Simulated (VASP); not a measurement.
Set up this calculation in VASP 6.6.1, as the native input.

* Task: molecular dynamics
* Functional: PBE
* Potentials or basis: VASP PAW PBE potentials, release 64 (Ti_sv, Be)
* Cutoff: 520 eV
* k mesh: 1 × 1 × 1, shifted
* Occupations: fermi-dirac, width 0.0931 eV
* Spin: no spin polarisation
* Dipole correction: no
* Further INCAR settings: LREAL = Auto; ALGO = Normal; EDIFF = 1e-05; NBANDS = 95; ISYM = 0; IBRION = 0; POTIM = 1.5; NSW = 40

The structure of Ti13Be3 lies in POSCAR:

```
Ti13Be3
1.0
    6.1453290000      0.1157260000     -0.0247540000
    0.1157260000      6.2830310000     -0.1349560000
   -0.0247540000     -0.1349560000      6.3427070000
Ti Be
13 3
Direct
    0.2803183781      0.2124368937      0.0674755506
    0.5848305459      0.9780735788      0.8027674649
    0.3658982736      0.2315803646      0.5591423081
    0.6084540289      0.9510097790      0.2840934092
    0.8729494731      0.7248558168      0.0400707853
    0.3179049315      0.7536093757      0.5405933790
    0.5967298973      0.4661149175      0.3142919766
    0.8768888999      0.2624804544      0.0579814772
    0.0990905765      0.5016430635      0.3260558037
    0.5477609324      0.4684830955      0.8313551470
    0.1505037184      0.4986827758      0.8208562183
    0.8285465307      0.2085942735      0.5890854032
    0.8627413990      0.7614885582      0.6019465221
    0.2788841947      0.7902169957      0.1186201423
    0.1354809550      0.9717131234      0.8395251204
    0.0777132099      0.9873624399      0.3183556010
```

These files were run (other wordings do the same):

INCAR

```
SYSTEM = Ti13Be3
ALGO = Normal ; EDIFF = 1E-5
ENCUT = 520 ; GGA = PE
IBRION = 0 ; ISIF = 2
ISMEAR = -1 ; ISYM = 0
LANGEVIN_GAMMA = 30 30 ; LASPH = .True.
LCHARG = .True. ; LREAL = Auto
LWAVE = .False. ; MDALGO = 3
NBANDS = 95 ; NELM = 60
NELMIN = 4 ; NSW = 40
POTIM = 1.5 ; PREC = Accurate
RANDOM_SEED = 51701 0 0 ; SIGMA = 0.0931
TEBEG = 1080.0 ; TEEND = 1080.0
```

KPOINTS

```
Automatic mesh
0
Gamma
  1 1 1
  0.25 0.25 0.25
```

Potentials or basis: VASP PAW PBE potentials, release 64 (Ti_sv, Be).

Run with:

```console
$ cat potpaw_PBE.64/Ti_sv/POTCAR potpaw_PBE.64/Be/POTCAR > POTCAR
$ mpirun -np 1 vasp_std > vasp.out
```

It took 24 min on 1 thread of Intel(R) Xeon(R) Platinum 8488C (Sapphire Rapids), with other jobs on the host, peak memory 0.36 GiB.
